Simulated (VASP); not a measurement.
# Si2P (I4_1/amd) in VASP: notebook

Si2P is run at these levels: PBE; tasks: single point, relaxation of cell and atoms.

All numbers are computed with VASP 6.6.1; they aren't measurements. Logs are shortened: lines on timing, memory, paths and dates and some standing lists are left out, and cuts for length are marked.

### 1 The cell of the first run

It takes space group I4_1/amd (No. 141, tetragonal). The conventional cell has a = 6.607 Å, b = 6.607 Å, c = 4.483 Å, α = 90.00°, β = 90.00°, γ = 90.00°. Within 3.1 Å of Si (site symmetry 2/m) lie 2 P at 2.36 Å and 4 Si at 2.59 Å. P (site symmetry -4m2) has 4 Si at 2.36 Å within 3.1 Å.

The cell was generated, and may not be a known phase.

### 2 Single point, PBE

File INCAR:

```
PREC = Accurate
ENCUT = 520
EDIFF = 1E-6
ISMEAR = 0
SIGMA = 0.1
LREAL = False
LASPH = True
NELM = 100
ALGO = Normal
ISIF = 2
LWAVE = False
LCHARG = True
GGA = PE
LELF = True
LVHAR = True
NBANDS = 22
```

File KPOINTS:

```
Automatic mesh
0
Gamma
  6 6 6
```

File POSCAR:

```
Si2P
1.0
   -3.3035817275      3.3035817275      2.2412500876
    3.3035817275     -3.3035817275      2.2412500876
    3.3035817275      3.3035817275     -2.2412500876
Si P
4 2
Direct
    0.3750000000      0.6250000000      0.7500000000
    0.3750000000      0.1250000000      0.7500000000
    0.3750000000      0.6250000000      0.2500000000
    0.8750000000      0.6250000000      0.2500000000
    0.0000000000      0.0000000000      0.0000000000
    0.7500000000      0.2500000000      0.5000000000
```

Potentials or basis: VASP PAW PBE potentials, release 64 (Si, P).

The run is started by

```sh
> cat potpaw_PBE.64/Si/POTCAR potpaw_PBE.64/P/POTCAR > POTCAR
> mpirun -np 1 vasp_std > vasp.out
```

OUTCAR:

```text
PREC = Accurate
   ENCUT = 520
   EDIFF = 1E-6
   ISMEAR = 0
   LREAL = False
   LASPH = True
   NELM = 100
   ISIF = 2
   GGA = PE

 ion  position               nearest neighbor table
   1  0.375  0.625  0.750-   5 2.36   6 2.36   3 2.59   3 2.59   2 2.59   2 2.59
   2  0.375  0.125  0.750-   5 2.36   6 2.36   1 2.59   4 2.59   1 2.59   4 2.59
   3  0.375  0.625  0.250-   6 2.36   5 2.36   4 2.59   1 2.59   1 2.59   4 2.59
   4  0.875  0.625  0.250-   5 2.36   6 2.36   2 2.59   3 2.59   3 2.59   2 2.59
   5  0.000  0.000  0.000-   3 2.36   2 2.36   4 2.36   1 2.36
   6  0.750  0.250  0.500-   1 2.36   2 2.36   4 2.36   3 2.36

  LATTYP: Found a body centered tetragonal cell.
 ALAT       =     6.6071634550
 C/A-ratio  =     0.6784303439

  Lattice vectors:

 A1 = (  -3.3035817275,   3.3035817275,   2.2412500876)
 A2 = (   3.3035817275,  -3.3035817275,   2.2412500876)
 A3 = (   3.3035817275,   3.3035817275,  -2.2412500876)

Analysis of symmetry for initial positions (statically):
=====================================================================
 Subroutine PRICEL returns:
 Original cell was already a primitive cell.

 Routine SETGRP: Setting up the symmetry group for a
 body centered tetragonal supercell.

 Subroutine GETGRP returns: Found 16 space group operations
 (whereof  8 operations were pure point group operations)
 out of a pool of 16 trial point group operations.

The static configuration has the point symmetry D_2d.
 The point group associated with its full space group is D_4h.

Analysis of symmetry for dynamics (positions and initial velocities):
=====================================================================
 Subroutine PRICEL returns:
 Original cell was already a primitive cell.

 Routine SETGRP: Setting up the symmetry group for a
 body centered tetragonal supercell.

 Subroutine GETGRP returns: Found 16 space group operations
 (whereof  8 operations were pure point group operations)
 out of a pool of 16 trial point group operations.

The dynamic configuration has the point symmetry D_2d.
 The point group associated with its full space group is D_4h.

 Subroutine INISYM returns: Found 16 space group operations
 (whereof  8 operations are pure point group operations),
 and found     1 'primitive' translations

----------------------------------------------------------------------------------------

                                     Primitive cell

  volume of cell :      97.8409

  direct lattice vectors                    reciprocal lattice vectors
    -3.303581728  3.303581728  2.241250088     0.000000000  0.151350880  0.223089785
     3.303581728 -3.303581728  2.241250088     0.151350880  0.000000000  0.223089785
     3.303581728  3.303581728 -2.241250088     0.151350880  0.151350880  0.000000000

  length of vectors
     5.181747429  5.181747429  5.181747429     0.269585127  0.269585127  0.214042466

  position of ions in fractional coordinates (direct lattice)
     0.375000000  0.625000000  0.750000000
     0.375000000  0.125000000  0.750000000
     0.375000000  0.625000000  0.250000000
     0.875000000  0.625000000  0.250000000
     0.000000000  0.000000000  0.000000000
     0.750000000  0.250000000  0.500000000

  ion indices of the primitive-cell ions
   primitive index   ion index
                 1           1
                 2           2
                 3           3
                 4           4
                 5           5
                 6           6

----------------------------------------------------------------------------------------

 KPOINTS: Automatic mesh

Automatic generation of k-mesh.
 Grid dimensions read from file:
 generate k-points for:    6    6    6

 Generating k-lattice:

  Cartesian coordinates                     Fractional coordinates (reciprocal lattice)
     0.000000000  0.025225147  0.037181631     0.166666667  0.000000000  0.000000000
     0.025225147  0.000000000  0.037181631     0.000000000  0.166666667  0.000000000
     0.025225147  0.025225147  0.000000000     0.000000000  0.000000000  0.166666667

  Length of vectors
     0.044930855  0.044930855  0.035673744

  Shift w.r.t. Gamma in fractional coordinates (k-lattice)
     0.000000000  0.000000000  0.000000000

 Subroutine IBZKPT returns following result:
 ===========================================

 Found     30 irreducible k-points:

 Following reciprocal coordinates:
            Coordinates               Weight
  0.000000  0.000000  0.000000      1.000000
  0.166667  0.000000  0.000000      8.000000
  0.333333  0.000000 -0.000000      8.000000
  0.500000 -0.000000  0.000000      4.000000
  0.166667  0.166667 -0.000000      8.000000
  0.333333  0.166667 -0.000000     16.000000
[... 16 lines left out ...]
 -0.333333 -0.333333  0.166667      8.000000
 -0.166667 -0.333333  0.166667      8.000000
 [... further k-points ...]
   k-points           NKPTS =     30   k-points in BZ     NKDIM =     30   number of bands    NBANDS=     22
   number of dos      NEDOS =    301   number of ions     NIONS =      6
   total plane-waves  NPLWV =  64000
   dimension x,y,z NGX =    40 NGY =   40 NGZ =   40
   dimension x,y,z NGXF=    80 NGYF=   80 NGZF=   80
   ions per type =               4   2
   NGX,Y,Z   is equivalent  to a cutoff of  12.83, 12.83, 12.83 a.u.
   NGXF,Y,Z  is equivalent  to a cutoff of  25.67, 25.67, 25.67 a.u.
 SYSTEM =  unknown system
   PREC   = accura    normal or accurate (medium, high low for compatibility)
   ISTART =      0    job   : 0-new  1-cont  2-samecut
   ICHARG =      2    charge: 1-file 2-atom 10-const
   ISPIN  =      1    spin polarized calculation?
   LNONCOLLINEAR =      F non collinear calculations
   LSORBIT =      F    spin-orbit coupling
   LASPH  =      T    aspherical Exc in radial PAW
   ENCUT  =  520.0 eV  38.22 Ry    6.18 a.u.   9.63  9.63  9.63*2*pi/ulx,y,z
   NELM   =    100;   NELMIN=  2; NELMDL= -5     # of ELM steps
   EDIFF  = 0.1E-05   stopping-criterion for ELM
   LREAL  =      F    real-space projection
   EDIFFG = 0.1E-04   stopping-criterion for IOM
   NSW    =      0    number of steps for IOM
   IBRION =     -1    ionic relax: 0-MD 1-quasi-New 2-CG
   NFREE  =      0    steps in history (QN), initial steepest desc. (CG)
   ISIF   =      2    stress and relaxation
   ISYM   =      2    0-nonsym 1-usesym 2-fastsym
   POTIM  = 0.5000    time-step for ionic-motion
   TEBEG  =    0.0;   TEEND  =   0.0 temperature during run
   PSTRESS=    0.0 pullay stress
   NELECT =      26.0000    total number of electrons
   NUPDOWN=      -1.0000    fix difference up-down
   EMIN   =  10.00;   EMAX   =-10.00  energy-range for DOS
   EFERMI =   0.00;   METHOD = LEGACY
   ISMEAR =     0;   SIGMA  =   0.10  broadening in eV -4-tet -1-fermi 0-gaus
   EFERMI_NEDOS =   21; number of points for ismear=-14 and -15
   IALGO  =     38    algorithm
   IMIX   =      4    mixing-type and parameters
     AMIX     =   0.40;   BMIX     =  1.00
     AMIX_MAG =   1.60;   BMIX_MAG =  1.00
  volume/ion in A,a.u.               =      16.31       110.04
  Fermi-wavevector in a.u.,A,eV,Ry     =   1.052509  1.988954 15.072196  1.107775
  Thomas-Fermi vector in A             =   2.187594
   LORBIT       =      0    0 simple, 1 ext, 2 COOP (PROOUT), +10 PAW based schemes
   GGA     = PE    functional components
   LHFCALC =     F    Hartree Fock is set to
   AEXX    =    0.0000 exact exchange contribution
   IVDW    =     0    specifies the selected vdW correction
   LEPSILON=     F    determine dielectric tensor
   LRPA    =     F    only Hartree local field effects (RPA)
 non-spin polarized calculation
 Gauss-broadening in eV      SIGMA  =   0.10
  energy-cutoff  :      520.00
  volume of cell :       97.84
 maximum number of plane-waves:      2662
 NGX is ok and might be reduce to    40
   NGX = 19   NGY = 19   NGZ = 19

 number of electron      25.9999999 magnetization

 Free energy of the ion-electron system (eV)
  ---------------------------------------------------
  ext. energy  EPLUGINS =         0.00000000
  ---------------------------------------------------
  free energy    TOTEN  =       -30.85123775 eV

  energy without entropy =      -30.84172452  energy(sigma->0) =      -30.84648113

 E-fermi :   7.9816     XC(G=0): -10.5921

 val. band max:        7.9758368048   @ k =  -0.3333   0.3333   0.0000
 cond. band min:       8.0025242963   @ k =  -0.3333   0.3333   0.0000
 fundamental gap:      0.0266874915
 Fermi energy:         7.9816220421

 k-point     1 :       0.0000    0.0000    0.0000
  band No.  band energies     occupation
      1      -6.1597      2.00000
      2      -2.6344      2.00000
      3       0.5483      2.00000
      4       0.5483      2.00000
      5       2.3833      2.00000
      6       2.6391      2.00000
[... 14 lines left out ...]
     21      14.5271      0.00000
     22      15.1253      0.00000

 k-point     2 :       0.1667    0.0000    0.0000
  band No.  band energies     occupation
      1      -5.8897      2.00000
      2      -2.7399      2.00000
      3       0.2614      2.00000
      4       0.4597      2.00000
      5       0.7572      2.00000
      6       1.6756      2.00000
[... 14 lines left out ...]
     21      14.6575      0.00000
     22      15.0208      0.00000

 k-point     3 :       0.3333    0.0000   -0.0000
  band No.  band energies     occupation
      1      -5.0969      2.00000
      2      -2.9231      2.00000
      3      -1.6481      2.00000
      4      -0.3397      2.00000
      5       0.3903      2.00000
      6       2.6148      2.00000
[... 14 lines left out ...]
     21      13.4201      0.00000
     22      14.4850      0.00000

 k-point     4 :       0.5000   -0.0000    0.0000
  band No.  band energies     occupation
      1      -4.0528      2.00000
      2      -3.6150      2.00000
      3      -2.4526      2.00000
      4      -0.8136      2.00000
      5       0.4123      2.00000
      6       2.1319      2.00000
[... 14 lines left out ...]
     21      14.1184      0.00000
     22      14.3804      0.00000

 k-point     5 :       0.1667    0.1667   -0.0000
  band No.  band energies     occupation
      1      -5.2462      2.00000
      2      -2.7876      2.00000
      3      -1.2737      2.00000
      4      -0.6095      2.00000
      5       1.1370      2.00000
      6       1.6864      2.00000
[... 14 lines left out ...]
     21      13.1371      0.00000
     22      14.2829      0.00000

 k-point     6 :       0.3333    0.1667   -0.0000
  band No.  band energies     occupation
      1      -4.1624      2.00000
      2      -3.3608      2.00000
      3      -2.5743      2.00000
      4      -1.1124      2.00000
      5       0.9688      2.00000
      6       2.1783      2.00000
[... 14 lines left out ...]
     21      13.8740      0.00000
     22      14.0458      0.00000

 k-point     7 :       0.5000    0.1667    0.0000
  band No.  band energies     occupation
      1      -4.6655      2.00000
      2      -3.3523      2.00000
      3      -2.1212      2.00000
      4      -0.6809      2.00000
      5       0.6947      2.00000
      6       2.5984      2.00000
[... 324 lines left out ...]
      6       1.2233      2.00000
[... 14 lines left out ...]
     21      13.3314      0.00000
     22      13.3314      0.00000

 k-point    21 :      -0.3333    0.5000    0.1667
  band No.  band energies     occupation
      1      -4.7370      2.00000
      2      -4.0489      2.00000
      3      -0.9660      2.00000
      4      -0.4321      2.00000
      5       0.2162      2.00000
      6       2.2237      2.00000
[... 14 lines left out ...]
     21      13.1491      0.00000
     22      13.9669      0.00000

 k-point    22 :      -0.1667    0.5000    0.1667
  band No.  band energies     occupation
      1      -4.2938      2.00000
      2      -3.4696      2.00000
      3      -2.5137      2.00000
      4      -0.2714      2.00000
      5      -0.0404      2.00000
      6       1.6156      2.00000
[... 14 lines left out ...]
     21      14.0268      0.00000
     22      14.1323      0.00000

 k-point    23 :      -0.3333   -0.3333    0.1667
  band No.  band energies     occupation
      1      -3.8238      2.00000
      2      -3.8029      2.00000
      3      -2.6761      2.00000
      4      -0.4314      2.00000
      5      -0.0398      2.00000
      6       1.2983      2.00000
[... 14 lines left out ...]
     21      13.3041      0.00000
     22      13.6350      0.00000

 k-point    24 :      -0.1667   -0.3333    0.1667
  band No.  band energies     occupation
      1      -4.4160      2.00000
      2      -3.1352      2.00000
      3      -2.4146      2.00000
      4      -0.2330      2.00000
      5       0.2674      2.00000
      6       1.1128      2.00000
[... 14 lines left out ...]
     21      13.7295      0.00000
     22      14.1155      0.00000

 [... further k-points ...]

------------------------ aborting loop because EDIFF is reached ----------------------------------------

  FORCE on cell =-STRESS in cart. coord.  units (eV):
  Direction    XX          YY          ZZ          XY          YZ          ZX
  --------------------------------------------------------------------------------------
  -------------------------------------------------------------------------------------
  Total       -0.0373967     -0.0373967     -0.0665143      0.0000000      0.0000000      0.0000000
  in kB       -0.6123842     -0.6123842     -1.0891934      0.0000000      0.0000000      0.0000000
  external PRESSURE =      -0.7713206 kB  Pullay stress =       0.0000000 kB

 VOLUME and BASIS-vectors are now :
 -----------------------------------------------------------------------------
  energy-cutoff  :      520.00
  volume of cell :       97.84
      direct lattice vectors                 reciprocal lattice vectors
    -3.303581728  3.303581728  2.241250088     0.000000000  0.151350880  0.223089785
     3.303581728 -3.303581728  2.241250088     0.151350880  0.000000000  0.223089785
     3.303581728  3.303581728 -2.241250088     0.151350880  0.151350880  0.000000000

 POSITION                                       TOTAL-FORCE (eV/Angst)
 -----------------------------------------------------------------------------------
      3.30358      1.65179      0.56031        -0.000000      0.000000      0.000000
      1.65179      3.30358     -0.56031        -0.000000      0.000000      0.000000
      1.65179      0.00000      1.68094        -0.000000      0.000000      0.000000
     -0.00000      1.65179      2.80156        -0.000000      0.000000      0.000000
      0.00000      0.00000      0.00000         0.000000     -0.000000     -0.000000
     -0.00000      3.30358      1.12063        -0.000000     -0.000000     -0.000000
 -----------------------------------------------------------------------------------
    total drift:                               -0.000000     -0.000000     -0.000000

  FREE ENERGIE OF THE ION-ELECTRON SYSTEM (eV)
  ---------------------------------------------------
  free  energy   TOTEN  =       -30.8512377478 eV

  energy  without entropy=      -30.8417245156  energy(sigma->0) =      -30.84648113
```

Run time: 2.4 min. Hardware: 1 thread of Intel Xeon 8259CL, shared host; peak memory 0.25 GiB.

What came out:

```
Free energy            : -30.8512 eV
Pressure               : -0.1 GPa
Band gap on the k mesh : zero (bands 13 and 14 overlap by 2.19 eV)
```

(Continued in part 2 of 2.)

The gap in the log of VASP goes by the Fermi energy; the results here count the filled bands.